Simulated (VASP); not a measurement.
Wanted: the native input for a VASP 6.6.1 run.

```
Task                   : single point
Functional             : PBE
Potentials or basis    : VASP PAW PBE potentials, release 64 (Sn_d, Se)
Cutoff                 : 520 eV
k mesh                 : 12 × 12 × 4
Occupations            : gaussian, width 0.02 eV
Spin                   : no spin polarisation
Dipole correction      : no
Further INCAR settings : ALGO = Normal; EDIFF = 1e-07; NBANDS = 20
```

The structure of SnSe2 lies in POSCAR:

```
SnSe2
1.0
    3.8717660122      0.0000000000      0.0000000000
   -1.9358830061      3.3530477241      0.0000000000
    0.0000000000      0.0000000000      6.9878660156
Sn Se
1 2
Direct
    0.0000000000      0.0000000000      0.0000000000
    0.3333333333      0.6666666667      0.2281519245
    0.6666666667      0.3333333333      0.7718480755
```

These files were run (other wordings do the same):

INCAR

```
ALGO = Normal
EDIFF = 1E-7
ENCUT = 520
GGA = PE
ISIF = 2
ISMEAR = 0
LASPH = T
LCHARG = T
LELF = T
LREAL = F
LVHAR = T
LWAVE = F
NBANDS = 20
NELM = 80
PREC = Accurate
SIGMA = 0.02
```

KPOINTS

```
k-points
0
Gamma
  12 12 4
```

Potentials or basis: VASP PAW PBE potentials, release 64 (Sn_d, Se).

Command:

```bash
$ cat potpaw_PBE.64/Sn_d/POTCAR potpaw_PBE.64/Se/POTCAR > POTCAR
$ mpirun -np 1 vasp_std > vasp.out
```

It gave:

The pressure is 0.1 GPa, the largest force is 0.016 eV/Å and the band gap on the k mesh is 0.70 eV, indirect (least direct gap 1.08 eV).

Caveat: spin-orbit coupling is left out, which moves the levels of the heavy elements; this functional lacks dispersion, which binds the layers, so the pressure and a relaxed spacing across them are unreliable.

Wall time 55 s on 1 thread of Intel(R) Xeon(R) 6975P-C (Granite Rapids), on a shared host, peak memory 0.28 GiB.
